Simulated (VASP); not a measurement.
# ZnSe (Stilleite) (F-43m) in VASP: a series of runs, part 2 of 2

VASP 6.6.1.

## 4. Relaxation of the atoms, PBE (volume scaled by 1.06)

Input file INCAR:

```
PREC = Accurate
ENCUT = 520
EDIFF = 1E-6
ISMEAR = -1
SIGMA = 0.02
LREAL = False
LASPH = True
NELM = 100
ALGO = Normal
ISIF = 2
LWAVE = False
LCHARG = False
GGA = PE
IBRION = 2
NSW = 80
EDIFFG = -0.02
```

Input file KPOINTS:

```
regular mesh
0
Gamma
  13 13 13
```

Input file POSCAR:

```
ZnSe
1.0
    0.0000000000      2.8893788162      2.8893788162
    2.8893788162      0.0000000000      2.8893788162
    2.8893788162      2.8893788162      0.0000000000
Zn Se
1 1
Direct
    0.0000000000      0.0000000000      0.0000000000
    0.2500000000      0.2500000000      0.2500000000
```

Potentials or basis: VASP PAW PBE potentials, release 64 (Zn, Se).

Command:

```bash
$ cat potpaw_PBE.64/Zn/POTCAR potpaw_PBE.64/Se/POTCAR > POTCAR
$ mpirun -np 1 vasp_std > vasp.out
```

OUTCAR:

```text
PREC = Accurate
   ENCUT = 520
   EDIFF = 1E-6
   ISMEAR = -1
   LREAL = False
   LASPH = True
   NELM = 100
   ISIF = 2
   GGA = PE
   IBRION = 2
   NSW = 80
   EDIFFG = -0.02

 ion  position               nearest neighbor table
   1  0.000  0.000  0.000-   2 2.50   2 2.50   2 2.50   2 2.50
   2  0.250  0.250  0.250-   1 2.50   1 2.50   1 2.50   1 2.50

  LATTYP: Found a face centered cubic cell.
 ALAT       =     5.7787576324

  Lattice vectors:

 A1 = (   0.0000000000,   2.8893788162,   2.8893788162)
 A2 = (   2.8893788162,   0.0000000000,   2.8893788162)
 A3 = (   2.8893788162,   2.8893788162,   0.0000000000)

Analysis of symmetry for initial positions (statically):
=====================================================================
 Subroutine PRICEL returns:
 Original cell was already a primitive cell.

 Routine SETGRP: Setting up the symmetry group for a
 face centered cubic supercell.

 Subroutine GETGRP returns: Found 24 space group operations
 (whereof 24 operations were pure point group operations)
 out of a pool of 48 trial point group operations.

The static configuration has the point symmetry T_d .

Analysis of symmetry for dynamics (positions and initial velocities):
=====================================================================
 Subroutine PRICEL returns:
 Original cell was already a primitive cell.

 Routine SETGRP: Setting up the symmetry group for a
 face centered cubic supercell.

 Subroutine GETGRP returns: Found 24 space group operations
 (whereof 24 operations were pure point group operations)
 out of a pool of 48 trial point group operations.

The dynamic configuration has the point symmetry T_d .

 Subroutine INISYM returns: Found 24 space group operations
 (whereof 24 operations are pure point group operations),
 and found     1 'primitive' translations

----------------------------------------------------------------------------------------

                                     Primitive cell

  volume of cell :      48.2440

  direct lattice vectors                    reciprocal lattice vectors
     0.000000000  2.889378816  2.889378816    -0.173047576  0.173047576  0.173047576
     2.889378816  0.000000000  2.889378816     0.173047576 -0.173047576  0.173047576
     2.889378816  2.889378816  0.000000000     0.173047576  0.173047576 -0.173047576

  length of vectors
     4.086198709  4.086198709  4.086198709     0.299727194  0.299727194  0.299727194

  position of ions in fractional coordinates (direct lattice)
     0.000000000  0.000000000  0.000000000
     0.250000000  0.250000000  0.250000000

  ion indices of the primitive-cell ions
   primitive index   ion index
                 1           1
                 2           2

----------------------------------------------------------------------------------------

 KPOINTS: regular mesh

Automatic generation of k-mesh.
 Grid dimensions read from file:
 generate k-points for:   13   13   13

 Generating k-lattice:

  Cartesian coordinates                     Fractional coordinates (reciprocal lattice)
    -0.013311352  0.013311352  0.013311352     0.076923077  0.000000000  0.000000000
     0.013311352 -0.013311352  0.013311352     0.000000000  0.076923077  0.000000000
     0.013311352  0.013311352 -0.013311352     0.000000000  0.000000000  0.076923077

  Length of vectors
     0.023055938  0.023055938  0.023055938

  Shift w.r.t. Gamma in fractional coordinates (k-lattice)
     0.000000000  0.000000000  0.000000000

 Subroutine IBZKPT returns following result:
 ===========================================

 Found     84 irreducible k-points:

 Following reciprocal coordinates:
            Coordinates               Weight
  0.000000  0.000000  0.000000      1.000000
  0.076923  0.000000  0.000000      8.000000
  0.153846  0.000000  0.000000      8.000000
  0.230769  0.000000  0.000000      8.000000
  0.307692  0.000000  0.000000      8.000000
  0.384615  0.000000  0.000000      8.000000
[... 16 lines left out ...]
  0.384615  0.153846  0.000000     24.000000
  0.461538  0.153846  0.000000     24.000000
 [... further k-points ...]
   k-points           NKPTS =     84   k-points in BZ     NKDIM =     84   number of bands    NBANDS=     13
   number of dos      NEDOS =    301   number of ions     NIONS =      2
   total plane-waves  NPLWV =  27000
   dimension x,y,z NGX =    30 NGY =   30 NGZ =   30
   dimension x,y,z NGXF=    60 NGYF=   60 NGZF=   60
   ions per type =               1   1
   NGX,Y,Z   is equivalent  to a cutoff of  12.21, 12.21, 12.21 a.u.
   NGXF,Y,Z  is equivalent  to a cutoff of  24.41, 24.41, 24.41 a.u.
 SYSTEM =  unknown system
   PREC   = accura    normal or accurate (medium, high low for compatibility)
   ISTART =      0    job   : 0-new  1-cont  2-samecut
   ICHARG =      2    charge: 1-file 2-atom 10-const
   ISPIN  =      1    spin polarized calculation?
   LNONCOLLINEAR =      F non collinear calculations
   LSORBIT =      F    spin-orbit coupling
   LASPH  =      T    aspherical Exc in radial PAW
   ENCUT  =  520.0 eV  38.22 Ry    6.18 a.u.   7.60  7.60  7.60*2*pi/ulx,y,z
   NELM   =    100;   NELMIN=  2; NELMDL= -5     # of ELM steps
   EDIFF  = 0.1E-05   stopping-criterion for ELM
   LREAL  =      F    real-space projection
   EDIFFG = -.2E-01   stopping-criterion for IOM
   NSW    =     80    number of steps for IOM
   IBRION =      2    ionic relax: 0-MD 1-quasi-New 2-CG
   NFREE  =      1    steps in history (QN), initial steepest desc. (CG)
   ISIF   =      2    stress and relaxation
   ISYM   =      2    0-nonsym 1-usesym 2-fastsym
   POTIM  = 0.5000    time-step for ionic-motion
   TEBEG  =    0.0;   TEEND  =   0.0 temperature during run
   PSTRESS=    0.0 pullay stress
   NELECT =      18.0000    total number of electrons
   NUPDOWN=      -1.0000    fix difference up-down
   EMIN   =  10.00;   EMAX   =-10.00  energy-range for DOS
   EFERMI =   0.00;   METHOD = LEGACY
   ISMEAR =    -1;   SIGMA  =   0.02  broadening in eV -4-tet -1-fermi 0-gaus
   EFERMI_NEDOS =   21; number of points for ismear=-14 and -15
   IALGO  =     38    algorithm
   IMIX   =      4    mixing-type and parameters
     AMIX     =   0.40;   BMIX     =  1.00
     AMIX_MAG =   1.60;   BMIX_MAG =  1.00
  volume/ion in A,a.u.               =      24.12       162.78
  Fermi-wavevector in a.u.,A,eV,Ry     =   1.178559  2.227153 18.898498  1.389000
  Thomas-Fermi vector in A             =   2.314885
   LORBIT       =      0    0 simple, 1 ext, 2 COOP (PROOUT), +10 PAW based schemes
   GGA     = PE    functional components
   LHFCALC =     F    Hartree Fock is set to
   AEXX    =    0.0000 exact exchange contribution
   IVDW    =     0    specifies the selected vdW correction
   LEPSILON=     F    determine dielectric tensor
   LRPA    =     F    only Hartree local field effects (RPA)
 conjugate gradient relaxation of ions
 non-spin polarized calculation
  energy-cutoff  :      520.00
  volume of cell :       48.24
 maximum number of plane-waves:      1317
   NGX = 15   NGY = 15   NGZ = 15

 number of electron      18.0000004 magnetization

 Free energy of the ion-electron system (eV)
  ---------------------------------------------------
  ext. energy  EPLUGINS =         0.00000000
  ---------------------------------------------------
  free energy    TOTEN  =        -6.02993089 eV

  energy without entropy =       -6.02993089  energy(sigma->0) =       -6.02993089

 E-fermi :   1.4968     XC(G=0):  -9.0584

 val. band max:        1.1302021609   @ k =   0.0000   0.0000   0.0000
 cond. band min:       2.1910851704   @ k =   0.0000   0.0000   0.0000
 fundamental gap:      1.0608830095
 Fermi energy:         1.4968022341

 k-point     1 :       0.0000    0.0000    0.0000
  band No.  band energies     occupation
      1     -11.7728      2.00000
      2      -5.2203      2.00000
      3      -5.2203      2.00000
      4      -5.2203      2.00000
      5      -4.9012      2.00000
      6      -4.9012      2.00000
      7       1.1302      2.00000
      8       1.1302      2.00000
      9       1.1302      2.00000
     10       2.1911      0.00000
     11       6.9441      0.00000
     12       6.9441      0.00000
     13       6.9441      0.00000
[... 353 lines left out ...]
 k-point    24 :       0.4615    0.1538    0.0000
  band No.  band energies     occupation
      1     -11.0699      2.00000
      2      -5.1436      2.00000
      3      -5.1147      2.00000
      4      -4.9568      2.00000
      5      -4.8808      2.00000
      6      -4.8272      2.00000
      7      -3.2674      2.00000
      8      -0.4152      2.00000
      9       0.0234      2.00000
     10       4.5686      0.00000
     11       6.8757      0.00000
     12       8.3453      0.00000
     13       8.6985      0.00000

 [... further k-points ...]
[... 5 lines left out ...]
  --------------------------------------------------------------------------------------
  -------------------------------------------------------------------------------------
  Total       -0.3280685     -0.3280685     -0.3280685     -0.0000000      0.0000000      0.0000000
  in kB      -10.8951120    -10.8951120    -10.8951120     -0.0000000      0.0000000      0.0000000
  external PRESSURE =     -10.8951120 kB  Pullay stress =       0.0000000 kB

 VOLUME and BASIS-vectors are now :
 -----------------------------------------------------------------------------
  energy-cutoff  :      520.00
  volume of cell :       48.24
      direct lattice vectors                 reciprocal lattice vectors
     0.000000000  2.889378816  2.889378816    -0.173047576  0.173047576  0.173047576
     2.889378816  0.000000000  2.889378816     0.173047576 -0.173047576  0.173047576
     2.889378816  2.889378816  0.000000000     0.173047576  0.173047576 -0.173047576

 POSITION                                       TOTAL-FORCE (eV/Angst)
 -----------------------------------------------------------------------------------
      0.00000      0.00000      0.00000         0.000000      0.000000      0.000000
      1.44469      1.44469      1.44469        -0.000000     -0.000000     -0.000000
 -----------------------------------------------------------------------------------
    total drift:                               -0.000001     -0.000001     -0.000001

  FREE ENERGIE OF THE ION-ELECTRON SYSTEM (eV)
  ---------------------------------------------------
  free  energy   TOTEN  =        -6.0299308940 eV

  energy  without entropy=       -6.0299308940  energy(sigma->0) =       -6.02993089

 reached required accuracy - stopping structural energy minimisation
```

OSZICAR:

```text
N       E                     dE             d eps       ncg     rms          rms(c)
DAV:   1     0.856630760399E+02    0.85663E+02   -0.89802E+03  2184   0.154E+03
DAV:   2    -0.559855391904E+00   -0.86223E+02   -0.82298E+02  2324   0.271E+02
DAV:   3    -0.626587710072E+01   -0.57060E+01   -0.56807E+01  2729   0.697E+01
DAV:   4    -0.632097931358E+01   -0.55102E-01   -0.55091E-01  2304   0.743E+00
DAV:   5    -0.632129306342E+01   -0.31375E-03   -0.31374E-03  2709   0.530E-01    0.429E+00
DAV:   6    -0.604596219585E+01    0.27533E+00   -0.69603E-01  3183   0.280E+01    0.331E+00
DAV:   7    -0.602948320848E+01    0.16479E-01   -0.17955E-01  2379   0.426E+00    0.141E+00
DAV:   8    -0.602953614846E+01   -0.52940E-04   -0.42203E-03  2554   0.637E-01    0.435E-01
DAV:   9    -0.602982522095E+01   -0.28907E-03   -0.10228E-03  2442   0.292E-01    0.692E-02
DAV:  10    -0.602991158540E+01   -0.86364E-04   -0.12660E-04  2469   0.124E-01    0.158E-02
DAV:  11    -0.602992943324E+01   -0.17848E-04   -0.30539E-05  2407   0.663E-02    0.530E-03
DAV:  12    -0.602993079009E+01   -0.13569E-05   -0.36299E-06  2579   0.214E-02    0.368E-03
DAV:  13    -0.602993089404E+01   -0.10395E-06   -0.70875E-07  1663   0.881E-03
   1 F= -.60299309E+01 E0= -.60299309E+01  d E =-.602993E+01
```

Wall time 28 s (1 thread of Intel Xeon Platinum 8488C (Sapphire Rapids), shared host); peak memory 0.21 GiB.

Results:

```
Free energy             : -6.0299 eV
Pressure after relaxing : -1.1 GPa
Band gap on the k mesh  : 1.06 eV, direct
```

Final structure:
```
Zn Se
1.0
     0.00000    2.88938    2.88938
     2.88938    0.00000    2.88938
     2.88938    2.88938    0.00000
Zn Se
1 1
Direct
  0.00000 0.00000 0.00000
  0.25000 0.25000 0.25000
```

Levels at points of the mesh, in eV from the valence-band top:
| k point | band 7 | band 8 | band 9 | band 10 | band 11 | band 12 |
| --- | --- | --- | --- | --- | --- | --- |
| (0.00, 0.00, 0.00) | 0.00 | 0.00 | 0.00 | 1.06 | 5.81 | 5.81 |

Caveat: the relaxation stopped at its first step, so nothing moved.

## 5. Summary

| cell | gap on the mesh (eV) | pressure (GPa) |
| --- | --- | --- |
| atoms relaxed from a = 4.034 Å, angles 60.0°, 2 atoms | 1.21 | 1.1 |
| atoms relaxed from a = 4.060 Å, angles 60.0°, 2 atoms | 1.13 | -0.1 |
| atoms relaxed from a = 4.086 Å, angles 60.0°, 2 atoms | 1.06 | -1.1 |

Alike in all rows: task relaxation of the atoms; level PBE; potentials or basis VASP PAW PBE potentials, release 64 (Zn, Se); no spin polarisation; k mesh 13 × 13 × 13; cutoff (eV) 520; smearing fermi-dirac 0.02 eV.

Caveats: the relaxation stopped at its first step, so nothing moved.

Total energies depend on the potentials used, so only differences within one code and one set of settings carry meaning.
